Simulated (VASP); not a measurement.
W, 1 atom in the cell. It takes space group Im-3m (No. 229, cubic). Conventional cell: a = 3.138 Å, b = 3.138 Å, c = 3.138 Å, α = 90.00°, β = 90.00°, γ = 90.00°. W (site symmetry m-3m) has 14 W at 2.72 to 3.14 Å within 3.6 Å. 

- Program: VASP 6.6.1
- Task: single point
- Functional: LDA
- Potentials or basis: VASP PAW LDA potentials, release 64 (W_sv)
- Cutoff: 520 eV
- k mesh: 8 × 8 × 8
- Occupations: gaussian, width 0.1 eV
- Spin: no spin polarisation
- Dipole correction: no
- Further INCAR settings: ALGO = Normal; EDIFF = 1e-06; NBANDS = 13

Potentials or basis: VASP PAW LDA potentials, release 64 (W_sv).

Launch:

```sh
$ cat potpaw_LDA.64/W_sv/POTCAR > POTCAR
$ mpirun -np 1 vasp_std > vasp.out
```

Hardware: 1 thread of Intel(R) Xeon(R) Platinum 8559C (Emerald Rapids), on a shared host.

Task: How long does it take, and how much memory?

Result: Wall time 2.8 s on 1 thread of Intel(R) Xeon(R) Platinum 8559C (Emerald Rapids), on a shared host, peak memory 0.12 GiB. Counts: scf iterations 11, k points 29.
